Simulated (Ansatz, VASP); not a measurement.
## BP: VASP beside Ansatz

POSCAR

```
BP
1.0
    0.0000000000      2.1328600000      2.2690000000
    2.2690000000      0.0000000000      2.2690000000
    2.2690000000      2.1328600000      0.0000000000
B P
1 1
Direct
    0.0000000000      0.0000000000      0.0000000000
    0.7500000000      0.7500000000      0.7500000000
```

INCAR.step1

```
PREC     = Accurate       # precision mode
ENCUT    = 520            # plane-wave cutoff, eV
ISMEAR   = 0              # smearing method
SIGMA    = 0.05           # smearing width, eV
LREAL    = False          # projectors in reciprocal space
LASPH    = True           # aspherical terms in the spheres
NELM     = 60             # most SCF steps
NBANDS   = 11             # bands
GGA      = PE             # functional
ALGO     = Normal         # electronic algorithm
EDIFF    = 1E-4           # SCF threshold, eV
LWAVE    = True           # write WAVECAR
LCHARG   = False          # write CHGCAR
```

INCAR.step2

```
PREC     = Accurate       # precision mode
ENCUT    = 520            # plane-wave cutoff, eV
EDIFF    = 1E-6           # SCF threshold, eV
ISMEAR   = 0              # smearing method
SIGMA    = 0.05           # smearing width, eV
LREAL    = False          # projectors in reciprocal space
LASPH    = True           # aspherical terms in the spheres
NELM     = 60             # most SCF steps
ALGO     = Normal         # electronic algorithm
ISIF     = 2              # what is computed and relaxed
LWAVE    = False          # write WAVECAR
LCHARG   = True           # write CHGCAR
METAGGA  = R2SCAN         # meta-GGA
LMIXTAU  = True         
LELF     = True           # ELF
LVHAR    = True         
NBANDS   = 11             # bands
ISTART   = 1
```

KPOINTS

```
Automatic mesh
0
Gamma
  8 8 8
```

Input for Ansatz:

```yaml
crystal:
  lattice:
    - [0.0, 2.13286, 2.269]
    - [2.269, 0.0, 2.269]
    - [2.269, 2.13286, 0.0]
  atoms:
    - { symbol: B, position: [0.0, 0.0, 0.0] }
    - { symbol: P, position: [0.75, 0.75, 0.75] }
basis:
  ecutwfc: 500
kpoints:
  mp_grid: { grid: [8, 8, 8] }
hamiltonian:
  xc: r2scan
scf:
  occupations: { method: gaussian, width: 0.05 }
output:
  forces: true
  stress: true
  eigenvalues: true
```

Change from the starting cell: strain -0.0600 x Voigt [0, 1, 0, 0, 0, 0], atoms carried along.

Alike in both runs: task single point; functional r2SCAN; k mesh 8 × 8 × 8; occupations gaussian, width 0.05 eV; no spin polarisation.

```csv
,VASP,Ansatz
version,VASP 6.6.1,Ansatz 0.2.0
potentials or method,"VASP PAW PBE potentials, release 64 (B, P), cutoff 520 eV","scalar-relativistic, plane waves, PAW"
valence electrons in the cell,8,8
```

|  | VASP | Ansatz | Ansatz less VASP |
| --- | --- | --- | --- |
| gap on the k mesh at the Fermi level (eV) | 0.41 | 0.39 | -0.026 |
| least direct gap on the mesh (eV) | 3.09 | 3.06 | -0.038 |
| pressure (GPa) | 10.9 | 11.5 | +0.59 |
| traceless stress, the component that is largest in VASP (GPa) | 11.45 | 11.39 | -0.057 |

VASP's potentials were made for PBE, not for r2SCAN. With one functional, cell and mesh, what is left measures potentials, basis and numerics.
